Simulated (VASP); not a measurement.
# Si2C (Pnnm) in VASP: single point with PBE

Aim: the single point of Si2C with PBE.

Everything below comes from runs of VASP 6.6.1. Logs are shortened: lines on timing, memory, paths and dates and some standing lists are left out, and cuts for length are marked.

## 1. The cell of the first run

Symmetry: Pnnm, No. 58, orthorhombic system. The conventional cell has a = 4.274 Å, b = 5.709 Å, c = 2.883 Å, α = 90.00°, β = 90.00°, γ = 90.00°. Si (site symmetry m) has 3 C at 1.99 to 2.34 Å and 1 Si at 2.42 Å within 2.6 Å. C (site symmetry 2/m) has 6 Si at 1.99 to 2.34 Å within 2.6 Å.

## 2. Single point, PBE

INCAR reads:

```
SYSTEM = Si2C
ALGO = Normal ; EDIFF = 1E-6
ENCUT = 520 ; GGA = PE
ISIF = 2 ; ISMEAR = 0
LASPH = .TRUE. ; LCHARG = .FALSE.
LREAL = .FALSE. ; LWAVE = .FALSE.
NBANDS = 21 ; NELM = 60
PREC = Accurate ; SIGMA = 0.1
```

KPOINTS reads:

```
k-points
0
G
  10 8 14
  0 0 0
```

POSCAR reads:

```
Si2C
1.0
    4.2736793110      0.0000000000      0.0000000000
    0.0000000000      5.7087051733      0.0000000000
    0.0000000000      0.0000000000      2.8827694090
Si C
4 2
Direct
    0.2733143417      0.8724037323      0.5000000000
    0.7733143417      0.6275962677      0.0000000000
    0.7266856583      0.1275962677      0.5000000000
    0.2266856583      0.3724037323      0.0000000000
    0.5000000000      0.5000000000      0.5000000000
    0.0000000000      0.0000000000      0.0000000000
```

Potentials or basis: VASP PAW PBE potentials, release 64 (Si, C).

On the command line:

```console
$ cat potpaw_PBE.64/Si/POTCAR potpaw_PBE.64/C/POTCAR > POTCAR
$ mpirun -np 1 vasp_std > vasp.out
```

OUTCAR:

```text
SYSTEM = Si2C
   EDIFF = 1E-6
   ENCUT = 520
   GGA = PE
   ISIF = 2
   ISMEAR = 0
   LASPH = .TRUE.
   LREAL = .FALSE.
   NELM = 60
   PREC = Accurate

 ion  position               nearest neighbor table
   1  0.273  0.872  0.500-   6 1.99   6 1.99   5 2.34   3 2.42   3 2.75   2 2.93   2 2.93   2 2.93
                             2 2.93
   2  0.773  0.628  0.000-   5 1.99   5 1.99   6 2.34   4 2.42   4 2.75   1 2.93   1 2.93   1 2.93
                             1 2.93
   3  0.727  0.128  0.500-   6 1.99   6 1.99   5 2.34   1 2.42   1 2.75   4 2.93   4 2.93   4 2.93
                             4 2.93
   4  0.227  0.372  0.000-   5 1.99   5 1.99   6 2.34   2 2.42   2 2.75   3 2.93   3 2.93   3 2.93
                             3 2.93
   5  0.500  0.500  0.500-   2 1.99   4 1.99   2 1.99   4 1.99   3 2.34   1 2.34
   6  0.000  0.000  0.000-   1 1.99   3 1.99   1 1.99   3 1.99   2 2.34   4 2.34

  LATTYP: Found a simple orthorhombic cell.
 ALAT       =     2.8827694090
 B/A-ratio  =     1.4824908637
 C/A-ratio  =     1.9802850535

  Lattice vectors:

 A1 = (   0.0000000000,   0.0000000000,   2.8827694090)
 A2 = (   4.2736793110,   0.0000000000,   0.0000000000)
 A3 = (   0.0000000000,   5.7087051733,   0.0000000000)

Analysis of symmetry for initial positions (statically):
=====================================================================
 Subroutine PRICEL returns:
 Original cell was already a primitive cell.

 Routine SETGRP: Setting up the symmetry group for a
 simple orthorhombic supercell.

 Subroutine GETGRP returns: Found  8 space group operations
 (whereof  4 operations were pure point group operations)
 out of a pool of  8 trial point group operations.

The static configuration has the point symmetry C_2h.
 The point group associated with its full space group is D_2h.

Analysis of symmetry for dynamics (positions and initial velocities):
=====================================================================
 Subroutine PRICEL returns:
 Original cell was already a primitive cell.

 Routine SETGRP: Setting up the symmetry group for a
 simple orthorhombic supercell.

 Subroutine GETGRP returns: Found  8 space group operations
 (whereof  4 operations were pure point group operations)
 out of a pool of  8 trial point group operations.

The dynamic configuration has the point symmetry C_2h.
 The point group associated with its full space group is D_2h.

 Subroutine INISYM returns: Found  8 space group operations
 (whereof  4 operations are pure point group operations),
 and found     1 'primitive' translations

----------------------------------------------------------------------------------------

                                     Primitive cell

  volume of cell :      70.3314

  direct lattice vectors                    reciprocal lattice vectors
     4.273679311  0.000000000  0.000000000     0.233990416  0.000000000  0.000000000
     0.000000000  5.708705173  0.000000000     0.000000000  0.175171071  0.000000000
     0.000000000  0.000000000  2.882769409     0.000000000  0.000000000  0.346888654

  length of vectors
     4.273679311  5.708705173  2.882769409     0.233990416  0.175171071  0.346888654

  position of ions in fractional coordinates (direct lattice)
     0.273314342  0.872403732  0.500000000
     0.773314342  0.627596268  0.000000000
     0.726685658  0.127596268  0.500000000
     0.226685658  0.372403732  0.000000000
     0.500000000  0.500000000  0.500000000
     0.000000000  0.000000000  0.000000000

  ion indices of the primitive-cell ions
   primitive index   ion index
                 1           1
                 2           2
                 3           3
                 4           4
                 5           5
                 6           6

----------------------------------------------------------------------------------------

 KPOINTS: k-points

Automatic generation of k-mesh.
 Grid dimensions read from file:
 generate k-points for:   10    8   14

 Generating k-lattice:

  Cartesian coordinates                     Fractional coordinates (reciprocal lattice)
     0.023399042  0.000000000  0.000000000     0.100000000  0.000000000  0.000000000
     0.000000000  0.021896384  0.000000000     0.000000000  0.125000000  0.000000000
     0.000000000  0.000000000  0.024777761     0.000000000  0.000000000  0.071428571

  Length of vectors
     0.023399042  0.021896384  0.024777761

  Shift w.r.t. Gamma in fractional coordinates (k-lattice)
     0.000000000  0.000000000  0.000000000

 Subroutine IBZKPT returns following result:
 ===========================================

 Found    240 irreducible k-points:

 Following reciprocal coordinates:
            Coordinates               Weight
  0.000000  0.000000  0.000000      1.000000
  0.100000  0.000000  0.000000      2.000000
  0.200000  0.000000  0.000000      2.000000
  0.300000  0.000000  0.000000      2.000000
  0.400000  0.000000  0.000000      2.000000
  0.500000  0.000000  0.000000      1.000000
[... 16 lines left out ...]
  0.400000  0.375000  0.000000      4.000000
  0.500000  0.375000  0.000000      2.000000
 [... further k-points ...]
   k-points           NKPTS =    240   k-points in BZ     NKDIM =    240   number of bands    NBANDS=     21
   number of dos      NEDOS =    301   number of ions     NIONS =      6
   total plane-waves  NPLWV =  32256
   dimension x,y,z NGX =    32 NGY =   42 NGZ =   24
   dimension x,y,z NGXF=    64 NGYF=   84 NGZF=   48
   ions per type =               4   2
   NGX,Y,Z   is equivalent  to a cutoff of  12.45, 12.23, 13.84 a.u.
   NGXF,Y,Z  is equivalent  to a cutoff of  24.90, 24.46, 27.68 a.u.
 SYSTEM =  Si2C
   PREC   = accura    normal or accurate (medium, high low for compatibility)
   ISTART =      0    job   : 0-new  1-cont  2-samecut
   ICHARG =      2    charge: 1-file 2-atom 10-const
   ISPIN  =      1    spin polarized calculation?
   LNONCOLLINEAR =      F non collinear calculations
   LSORBIT =      F    spin-orbit coupling
   LASPH  =      T    aspherical Exc in radial PAW
   ENCUT  =  520.0 eV  38.22 Ry    6.18 a.u.   7.95 10.61  5.36*2*pi/ulx,y,z
   NELM   =     60;   NELMIN=  2; NELMDL= -5     # of ELM steps
   EDIFF  = 0.1E-05   stopping-criterion for ELM
   LREAL  =      F    real-space projection
   EDIFFG = 0.1E-04   stopping-criterion for IOM
   NSW    =      0    number of steps for IOM
   IBRION =     -1    ionic relax: 0-MD 1-quasi-New 2-CG
   NFREE  =      0    steps in history (QN), initial steepest desc. (CG)
   ISIF   =      2    stress and relaxation
   ISYM   =      2    0-nonsym 1-usesym 2-fastsym
   POTIM  = 0.5000    time-step for ionic-motion
   TEBEG  =    0.0;   TEEND  =   0.0 temperature during run
   PSTRESS=    0.0 pullay stress
   NELECT =      24.0000    total number of electrons
   NUPDOWN=      -1.0000    fix difference up-down
   EMIN   =  10.00;   EMAX   =-10.00  energy-range for DOS
   EFERMI =   0.00;   METHOD = LEGACY
   ISMEAR =     0;   SIGMA  =   0.10  broadening in eV -4-tet -1-fermi 0-gaus
   EFERMI_NEDOS =   21; number of points for ismear=-14 and -15
   IALGO  =     38    algorithm
   IMIX   =      4    mixing-type and parameters
     AMIX     =   0.40;   BMIX     =  1.00
     AMIX_MAG =   1.60;   BMIX_MAG =  1.00
  volume/ion in A,a.u.               =      11.72        79.10
  Fermi-wavevector in a.u.,A,eV,Ry     =   1.144007  2.161860 17.806659  1.308752
  Thomas-Fermi vector in A             =   2.280701
   LORBIT       =      0    0 simple, 1 ext, 2 COOP (PROOUT), +10 PAW based schemes
   GGA     = PE    functional components
   LHFCALC =     F    Hartree Fock is set to
   AEXX    =    0.0000 exact exchange contribution
   IVDW    =     0    specifies the selected vdW correction
   LEPSILON=     F    determine dielectric tensor
   LRPA    =     F    only Hartree local field effects (RPA)
 non-spin polarized calculation
 Gauss-broadening in eV      SIGMA  =   0.10
  energy-cutoff  :      520.00
  volume of cell :       70.33
 maximum number of plane-waves:      1918
 NGX is ok and might be reduce to    32
   NGX = 15   NGY = 21   NGZ = 11

 number of electron      23.9999999 magnetization

 Free energy of the ion-electron system (eV)
  ---------------------------------------------------
  ext. energy  EPLUGINS =         0.00000000
  ---------------------------------------------------
  free energy    TOTEN  =       -35.09346979 eV

  energy without entropy =      -35.08287656  energy(sigma->0) =      -35.08817317

 E-fermi :  10.0910     XC(G=0): -11.4298

 val. band max:       10.0806126094   @ k =   0.0000   0.2500   0.2857
 cond. band min:      10.0929104677   @ k =   0.1000   0.2500   0.0714
 fundamental gap:      0.0122978583
 Fermi energy:        10.0910320175

 k-point     1 :       0.0000    0.0000    0.0000
  band No.  band energies     occupation
      1      -6.5413      2.00000
      2      -4.2754      2.00000
      3      -0.7129      2.00000
      4       1.4727      2.00000
      5       2.6706      2.00000
      6       4.1652      2.00000
[... 13 lines left out ...]
     20      17.2806      0.00000
     21      17.9681      0.00000

 k-point     2 :       0.1000    0.0000    0.0000
  band No.  band energies     occupation
      1      -6.4797      2.00000
      2      -4.2831      2.00000
      3      -0.6517      2.00000
      4       0.8084      2.00000
      5       3.0654      2.00000
      6       3.4915      2.00000
[... 13 lines left out ...]
     20      17.0236      0.00000
     21      17.5408      0.00000

 k-point     3 :       0.2000    0.0000    0.0000
  band No.  band energies     occupation
      1      -6.2976      2.00000
      2      -4.3314      2.00000
      3      -0.4804      2.00000
      4      -0.0052      2.00000
      5       2.0787      2.00000
      6       3.8088      2.00000
[... 13 lines left out ...]
     20      16.8254      0.00000
     21      16.9147      0.00000
[... 457 lines left out ...]
 k-point    23 :       0.4000    0.3750    0.0000
  band No.  band energies     occupation
      1      -5.2980      2.00000
      2      -4.9420      2.00000
      3      -1.5921      2.00000
      4      -1.2432      2.00000
      5       3.2357      2.00000
      6       4.2860      2.00000
[... 13 lines left out ...]
     20      15.1944      0.00000
     21      17.4660      0.00000

 k-point    24 :       0.5000    0.3750    0.0000
  band No.  band energies     occupation
      1      -5.0484      2.00000
      2      -5.0484      2.00000
      3      -1.6105      2.00000
      4      -1.6105      2.00000
      5       3.7640      2.00000
      6       3.7640      2.00000
[... 13 lines left out ...]
     20      14.8347      0.00000
     21      17.7947      0.00000

 [... further k-points ...]

------------------------ aborting loop because EDIFF is reached ----------------------------------------

  FORCE on cell =-STRESS in cart. coord.  units (eV):
  Direction    XX          YY          ZZ          XY          YZ          ZX
  --------------------------------------------------------------------------------------
  -------------------------------------------------------------------------------------
  Total       -0.0198980      0.0038064      0.0497445      0.0000000      0.0000000      0.0000000
  in kB       -0.4532852      0.0867107      1.1331980      0.0000000      0.0000000      0.0000000
  external PRESSURE =       0.2555411 kB  Pullay stress =       0.0000000 kB

 VOLUME and BASIS-vectors are now :
 -----------------------------------------------------------------------------
  energy-cutoff  :      520.00
  volume of cell :       70.33
      direct lattice vectors                 reciprocal lattice vectors
     4.273679311  0.000000000  0.000000000     0.233990416  0.000000000  0.000000000
     0.000000000  5.708705173  0.000000000     0.000000000  0.175171071  0.000000000
     0.000000000  0.000000000  2.882769409     0.000000000  0.000000000  0.346888654

 POSITION                                       TOTAL-FORCE (eV/Angst)
 -----------------------------------------------------------------------------------
      1.16806      4.98030      1.44138         0.001723      0.007233     -0.000000
      3.30490      3.58276      0.00000         0.001723     -0.007233     -0.000000
      3.10562      0.72841      1.44138        -0.001723     -0.007233      0.000000
      0.96878      2.12594      0.00000        -0.001723      0.007233     -0.000000
      2.13684      2.85435      1.44138         0.000000      0.000000      0.000000
      0.00000      0.00000      0.00000         0.000000      0.000000      0.000000
 -----------------------------------------------------------------------------------
    total drift:                               -0.000000     -0.000000     -0.000000

  FREE ENERGIE OF THE ION-ELECTRON SYSTEM (eV)
  ---------------------------------------------------
  free  energy   TOTEN  =       -35.0934697873 eV

  energy  without entropy=      -35.0828765566  energy(sigma->0) =      -35.08817317
```

It took 2.6 min on 1 thread of AMD EPYC 9R45 (Zen 5), shared host; peak memory 0.35 GiB.

What came out:

- Free energy: -35.0935 eV
- Pressure: 0.0 GPa
- Largest force: 0.007 eV/Å
- Band gap on the k mesh: zero (bands 12 and 13 overlap by 2.83 eV)

Forces on the atoms (eV/Å):
```
Si   0.002  0.007  0.000
Si   0.002 -0.007  0.000
Si  -0.002 -0.007  0.000
Si  -0.002  0.007  0.000
C    0.000  0.000  0.000
C    0.000  0.000  0.000
```
